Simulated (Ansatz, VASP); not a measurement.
# BaRe in VASP and in Ansatz

```xyz
2
Lattice="3.7233 0.0000 0.0000 0.0000 3.7233 0.0000 0.0000 0.0000 3.7233" Properties=species:S:1:pos:R:3 pbc="T T T"
Ba    0.0000    0.0000    0.0000
Re    1.8617    1.8617    1.8617
```

Alike in both runs: task single point; functional PBEsol; k mesh 8 × 8 × 8; occupations gaussian, width 0.05 eV; no spin polarisation.

```csv
,VASP,Ansatz
version,VASP 6.6.1,Ansatz 0.2.0
potentials or method,"VASP PAW PBE potentials, release 64 (Ba_sv, Re_sv_GW), cutoff 560 eV","scalar-relativistic, plane waves, PAW"
valence electrons in the cell,25,25
```

Ansatz gave:

* gap on the k mesh at the Fermi level (eV): none
* pressure (GPa): -4.1

Task: Which values does VASP return?

Result: gap on the k mesh at the Fermi level (eV): none; pressure (GPa): -2.9.

VASP's potentials were made for PBE, not for PBEsol. A gap of «none» marks a metal or a gap that the smearing closes.

Neither program's run includes spin-orbit coupling.
